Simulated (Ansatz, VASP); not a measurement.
**VMoSe4 in VASP and in Ansatz**

```
V Mo Se
1.0
     3.31394    0.00000    0.00000
    -1.65697    2.86996    0.00000
     0.00000    0.00000   14.22297
V Mo Se
1 1 4
Direct
  0.00000 0.00000 0.00000
  0.00000 0.00000 0.50000
  0.33333 0.66667 0.11139
  0.33333 0.66667 0.61985
  0.66667 0.33333 0.38015
  0.66667 0.33333 0.88861
```

Alike in both runs: functional PBE; k mesh 12 × 12 × 4; occupations gaussian, width 0.1 eV; no spin polarisation.

Ansatz relaxed the structure, and its values are those at the end. VASP's run is a single point on that final structure, the one shown.

|  | VASP | Ansatz |
| --- | --- | --- |
| version | VASP 6.6.1 | Ansatz 0.2.0 |
| potentials or method | VASP PAW PBE potentials, release 64 (V_sv, Mo_sv, Se), cutoff 520 eV | scalar-relativistic, plane waves, PAW |
| valence electrons in the cell | 51 | 91 |

```tsv
	VASP	Ansatz	Ansatz less VASP
gap on the k mesh at the Fermi level (eV)	none	none	-
pressure (GPa)	0.2	0.0	-0.17
rms of the force components (eV/Å)	0.013	0.001	-0.0122
```

A gap of «none» marks a metal or a gap that the smearing closes. VASP's potentials hold 51 valence electrons a cell and Ansatz's 91, so a difference there can come from the potentials and not from the codes.
